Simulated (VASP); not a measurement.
# Mg2As (I4/mmm) in VASP: single point with PBE

Aim: the single point of Mg2As with PBE.

Everything below comes from runs of VASP 6.6.1. Logs are shortened: lines on timing, memory, paths and dates and some standing lists are left out, and cuts for length are marked.

### 1 The cell of the first run

Symmetry: I4/mmm, No. 139, tetragonal system. Conventional cell: a = 4.612 Å, b = 4.612 Å, c = 6.512 Å, α = 90.00°, β = 90.00°, γ = 90.00°. Within 3.7 Å of Mg (site symmetry -4m2) lie 4 As at 2.82 Å and 6 Mg at 3.26 Å. As (site symmetry 4/mmm) has 8 Mg at 2.82 Å within 3.7 Å.

### 2 Single point, PBE

Input file INCAR:

```
SYSTEM = Mg2As
  PREC = Accurate
  ENCUT = 520
  EDIFF = 1E-6
  ISMEAR = 0
  SIGMA = 0.1
  LREAL = .FALSE.
  LASPH = .TRUE.
  NELM = 100
  ALGO = Fast
  ISIF = 2
  LWAVE = .FALSE.
  LCHARG = .FALSE.
  GGA = PE
  NBANDS = 12
```

Input file KPOINTS:

```
regular mesh
0
G
  14 14 14
  0 0 0
```

Input file POSCAR:

```
Mg2As
1.0
   -2.3060129945      2.3060129945      3.2560226893
    2.3060129945     -2.3060129945      3.2560226893
    2.3060129945      2.3060129945     -3.2560226893
Mg As
2 1
Direct
    0.7500000000      0.2500000000      0.5000000000
    0.2500000000      0.7500000000      0.5000000000
    0.0000000000      0.0000000000      0.0000000000
```

Potentials or basis: VASP PAW PBE potentials, release 64 (Mg, As).

The run is started by

```console
cat potpaw_PBE.64/Mg/POTCAR potpaw_PBE.64/As/POTCAR > POTCAR
mpirun -np 1 vasp_std > vasp.out
```

OUTCAR:

```text
SYSTEM = Mg2As
   PREC = Accurate
   ENCUT = 520
   EDIFF = 1E-6
   ISMEAR = 0
   LREAL = .FALSE.
   LASPH = .TRUE.
   NELM = 100
   ISIF = 2
   GGA = PE

 ion  position               nearest neighbor table
   1  0.750  0.250  0.500-   3 2.82   3 2.82   3 2.82   3 2.82   2 3.26   2 3.26   2 3.26   2 3.26
                             2 3.26   2 3.26
   2  0.250  0.750  0.500-   3 2.82   3 2.82   3 2.82   3 2.82   1 3.26   1 3.26   1 3.26   1 3.26
                             1 3.26   1 3.26
   3  0.000  0.000  0.000-   1 2.82   2 2.82   1 2.82   2 2.82   1 2.82   2 2.82   1 2.82   2 2.82

  LATTYP: Found a body centered tetragonal cell.
 ALAT       =     4.6120259890
 C/A-ratio  =     1.4119706598

  Lattice vectors:

 A1 = (  -2.3060129945,   2.3060129945,   3.2560226893)
 A2 = (   2.3060129945,  -2.3060129945,   3.2560226893)
 A3 = (   2.3060129945,   2.3060129945,  -3.2560226893)

Analysis of symmetry for initial positions (statically):
=====================================================================
 Subroutine PRICEL returns:
 Original cell was already a primitive cell.

 Routine SETGRP: Setting up the symmetry group for a
 body centered tetragonal supercell.

 Subroutine GETGRP returns: Found 16 space group operations
 (whereof 16 operations were pure point group operations)
 out of a pool of 16 trial point group operations.

The static configuration has the point symmetry D_4h.

Analysis of symmetry for dynamics (positions and initial velocities):
=====================================================================
 Subroutine PRICEL returns:
 Original cell was already a primitive cell.

 Routine SETGRP: Setting up the symmetry group for a
 body centered tetragonal supercell.

 Subroutine GETGRP returns: Found 16 space group operations
 (whereof 16 operations were pure point group operations)
 out of a pool of 16 trial point group operations.

The dynamic configuration has the point symmetry D_4h.

 Subroutine INISYM returns: Found 16 space group operations
 (whereof 16 operations are pure point group operations),
 and found     1 'primitive' translations

----------------------------------------------------------------------------------------

                                     Primitive cell

  volume of cell :      69.2582

  direct lattice vectors                    reciprocal lattice vectors
    -2.306012995  2.306012995  3.256022689     0.000000000  0.216824450  0.153561583
[... 100 lines left out ...]
   NUPDOWN=      -1.0000    fix difference up-down
   EMIN   =  10.00;   EMAX   =-10.00  energy-range for DOS
   EFERMI =   0.00;   METHOD = LEGACY
   ISMEAR =     0;   SIGMA  =   0.10  broadening in eV -4-tet -1-fermi 0-gaus
   EFERMI_NEDOS =   21; number of points for ismear=-14 and -15
   IALGO  =     68    algorithm
   IMIX   =      4    mixing-type and parameters
     AMIX     =   0.40;   BMIX     =  1.00
     AMIX_MAG =   1.60;   BMIX_MAG =  1.00
  volume/ion in A,a.u.               =      23.09       155.79
  Fermi-wavevector in a.u.,A,eV,Ry     =   0.829212  1.566983  9.355255  0.687592
  Thomas-Fermi vector in A             =   1.941720
   LORBIT       =      0    0 simple, 1 ext, 2 COOP (PROOUT), +10 PAW based schemes
   GGA     = PE    functional components
   LHFCALC =     F    Hartree Fock is set to
   AEXX    =    0.0000 exact exchange contribution
   IVDW    =     0    specifies the selected vdW correction
   LEPSILON=     F    determine dielectric tensor
   LRPA    =     F    only Hartree local field effects (RPA)
 non-spin polarized calculation
 RMM-DIIS sequential band-by-band and
 Gauss-broadening in eV      SIGMA  =   0.10
  energy-cutoff  :      520.00
  volume of cell :       69.26
 maximum number of plane-waves:      1884
 NGX is ok and might be reduce to    36
   NGX = 17   NGY = 17   NGZ = 17

 number of electron       8.9999999 magnetization

 Free energy of the ion-electron system (eV)
  ---------------------------------------------------
  ext. energy  EPLUGINS =         0.00000000
  ---------------------------------------------------
  free energy    TOTEN  =        -8.59941080 eV

  energy without entropy =       -8.58798196  energy(sigma->0) =       -8.59369638

 E-fermi :   3.9645     XC(G=0):  -8.7477

 val. band max:        3.9629581087   @ k =   0.3571   0.1429   0.0000
 cond. band min:       3.9698039608   @ k =  -0.2857   0.2857   0.0000
 fundamental gap:      0.0068458521
 Fermi energy:         3.9644770537

 k-point     1 :       0.0000    0.0000    0.0000
  band No.  band energies     occupation
      1      -8.2965      2.00000
      2       1.6177      2.00000
      3       1.6177      2.00000
      4       1.6230      2.00000
      5       2.1524      2.00000
      6       5.6009      0.00000
      7       5.6087      0.00000
      8       5.6087      0.00000
      9       8.6524      0.00000
     10       8.8172      0.00000
     11       8.8367      0.00000
     12       9.8540      0.00000
[... 331 lines left out ...]
 k-point    24 :       0.2857    0.1429    0.0000
  band No.  band energies     occupation
      1      -7.7609      2.00000
      2      -1.4087      2.00000
      3       0.2807      2.00000
      4       1.2319      2.00000
      5       4.0652      0.15441
      6       5.5669      0.00000
      7       6.1984      0.00000
      8       6.6050      0.00000
      9       7.6153      0.00000
     10       9.5709      0.00000
     11      10.1491      0.00000
     12      11.6750      0.00000

 [... further k-points ...]

------------------------ aborting loop because EDIFF is reached ----------------------------------------

  FORCE on cell =-STRESS in cart. coord.  units (eV):
  Direction    XX          YY          ZZ          XY          YZ          ZX
  --------------------------------------------------------------------------------------
  -------------------------------------------------------------------------------------
  Total       -0.0234860     -0.0234860     -0.0175097      0.0000000      0.0000000     -0.0000000
  in kB       -0.5433112     -0.5433112     -0.4050600      0.0000000      0.0000000     -0.0000000
  external PRESSURE =      -0.4972275 kB  Pullay stress =       0.0000000 kB

 VOLUME and BASIS-vectors are now :
 -----------------------------------------------------------------------------
  energy-cutoff  :      520.00
  volume of cell :       69.26
      direct lattice vectors                 reciprocal lattice vectors
    -2.306012995  2.306012995  3.256022689     0.000000000  0.216824450  0.153561583
     2.306012995 -2.306012995  3.256022689     0.216824450  0.000000000  0.153561583
     2.306012995  2.306012995 -3.256022689     0.216824450  0.216824450  0.000000000

 POSITION                                       TOTAL-FORCE (eV/Angst)
 -----------------------------------------------------------------------------------
     -0.00000      2.30601      1.62801        -0.000000      0.000000     -0.000000
      2.30601     -0.00000      1.62801         0.000000     -0.000000      0.000000
      0.00000      0.00000      0.00000        -0.000000      0.000000     -0.000000
 -----------------------------------------------------------------------------------
    total drift:                               -0.000000      0.000000      0.000000

  FREE ENERGIE OF THE ION-ELECTRON SYSTEM (eV)
  ---------------------------------------------------
  free  energy   TOTEN  =        -8.5994108026 eV

  energy  without entropy=       -8.5879819602  energy(sigma->0) =       -8.59369638
```

OSZICAR:

```text
N       E                     dE             d eps       ncg     rms          rms(c)
DAV:   1     0.107722011746E+02    0.10772E+02   -0.30388E+03  5856   0.548E+02
DAV:   2    -0.787238308811E+01   -0.18645E+02   -0.17657E+02  7372   0.769E+01
DAV:   3    -0.900222481408E+01   -0.11298E+01   -0.11181E+01  7468   0.158E+01
DAV:   4    -0.901110673800E+01   -0.88819E-02   -0.88797E-02  6780   0.176E+00
DAV:   5    -0.901117997430E+01   -0.73236E-04   -0.73235E-04  7564   0.167E-01    0.316E+00
RMM:   6    -0.864408619285E+01    0.36709E+00   -0.33975E-01  5888   0.207E+00    0.164E+00
RMM:   7    -0.860351808333E+01    0.40568E-01   -0.13840E-01  6106   0.143E+00    0.684E-01
RMM:   8    -0.860053010470E+01    0.29880E-02   -0.13709E-02  6259   0.575E-01    0.172E-01
RMM:   9    -0.859939477910E+01    0.11353E-02   -0.18136E-03  6843   0.209E-01    0.934E-02
RMM:  10    -0.859941237354E+01   -0.17594E-04   -0.35281E-04  6912   0.960E-02    0.490E-02
RMM:  11    -0.859941209319E+01    0.28036E-06   -0.22349E-05  7025   0.335E-02    0.733E-03
RMM:  12    -0.859941064874E+01    0.14444E-05   -0.39522E-06  6966   0.127E-02    0.431E-03
RMM:  13    -0.859941080261E+01   -0.15387E-06   -0.13016E-06  5011   0.645E-03
   1 F= -.85994108E+01 E0= -.85936964E+01  d E =-.114288E-01
```

Wall time 2.3 min (1 thread of AMD EPYC 9R45 (Zen 5), shared host); peak memory 0.34 GiB.

Results:

```
Free energy            : -8.5994 eV
Pressure               : 0.0 GPa
Band gap on the k mesh : zero (an odd number of electrons rules out a gap without spin polarisation)
```
